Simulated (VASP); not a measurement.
BN, 4 atoms in the cell. It takes space group P6_3/mmc (No. 194, hexagonal). Conventional cell: a = 2.506 Å, b = 2.506 Å, c = 6.614 Å, α = 90.00°, β = 90.00°, γ = 120.00°. B (site symmetry -6m2) has 3 N at 1.45 Å within 1.9 Å. N (site symmetry -6m2) has 3 B at 1.45 Å within 1.9 Å. 

| Property | Result |
| --- | --- |
| Program | VASP 6.6.1 |
| Task | electric field gradients |
| Functional | PBE |
| Dispersion | D3(BJ) |
| Potentials or basis | VASP PAW PBE potentials, release 64 (B, N) |
| Cutoff | 520 eV |
| k mesh | 12 × 12 × 4 |
| Occupations | gaussian, width 0.05 eV |
| Spin | no spin polarisation |
| Dipole correction | no |
| Further INCAR settings | ALGO = Normal; EDIFF = 1e-08; NBANDS = 16 |

Potentials or basis: VASP PAW PBE potentials, release 64 (B, N).

Command:

```sh
$ cat potpaw_PBE.64/B/POTCAR potpaw_PBE.64/N/POTCAR > POTCAR
$ mpirun -np 1 vasp_std > vasp.out
```

Hardware: 1 thread of Intel(R) Xeon(R) Platinum 8259CL CPU @ 2.50GHz (Skylake/Cascade Lake), on a shared host.

Problem. How long does it take, and how much memory?

Solution. Run time: 28 s on 1 thread of Intel(R) Xeon(R) Platinum 8259CL CPU @ 2.50GHz (Skylake/Cascade Lake), with other jobs on the host, peak memory 0.17 GiB. Counts: scf iterations 15, k points 57.
